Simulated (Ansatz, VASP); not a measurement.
# SrO in VASP and in Ansatz

The input INCAR:

```
SYSTEM = SrO
  ALGO = Normal
  EDIFF = 1E-7
  EDIFFG = -0.002
  ENCUT = 600
  GGA = PE
  GGA_COMPAT = .FALSE.
  IBRION = 2
  ISIF = 3
  ISMEAR = 0
  LASPH = .TRUE.
  LCHARG = .FALSE.
  LREAL = .FALSE.
  LWAVE = .FALSE.
  NELM = 120
  NELMIN = 4
  NSW = 100
  PREC = Accurate
  SIGMA = 0.02
```

Contents of KPOINTS:

```
k-points
0
G
  6 6 6
  0 0 0
```

The input POSCAR:

```
SrO
1.0
    0.0000000000      2.5800000000      2.5800000000
    2.5800000000      0.0000000000      2.5800000000
    2.5800000000      2.5800000000      0.0000000000
Sr O
1 1
Direct
    0.0000000000      0.0000000000      0.0000000000
    0.5000000000      0.5000000000      0.5000000000
```

Input for Ansatz:

```yaml
crystal:
  lattice:
    - [0.0, 2.58, 2.58]
    - [2.58, 0.0, 2.58]
    - [2.58, 2.58, 0.0]
  atoms:
    - { symbol: Sr, position: [0.0, 0.0, 0.0] }
    - { symbol: O, position: [0.5, 0.5, 0.5] }
basis:
  ecutwfc: 420
kpoints:
  mp_grid: { grid: [6, 6, 6] }
hamiltonian:
  xc: pbe
scf:
  occupations: { method: gaussian, width: 0.02 }
output:
  forces: true
  stress: true
  eigenvalues: true
  write_density: true
  write_potential: true
  elf: true
  volumetric_format: npy
relax:
  adjacent_minimum: "off"
  f_tol: 0.002
  max_steps: 80
  cell: { stress_tol: 0.02 }
```

Alike in both runs: task relaxation of cell and atoms; functional PBE; k mesh 6 × 6 × 6; occupations gaussian, width 0.02 eV; no spin polarisation.

|  | VASP | Ansatz |
| --- | --- | --- |
| version | VASP 6.6.1 | Ansatz 0.2.0 |
| potentials or method | VASP PAW PBE potentials, release 64 (Sr_sv, O), cutoff 600 eV | scalar-relativistic, plane waves, PAW |
| valence electrons in the cell | 16 | 16 |

```csv
,VASP,Ansatz,Ansatz less VASP
"gap on the k mesh at the Fermi level, each at its own relaxed structure (eV)",3.28,3.33,+0.043
relaxed volume (Å³/atom),17.61,17.53,-0.089
relaxed cell length with the largest relative difference (Å),3.680,3.673,-0.0062
```
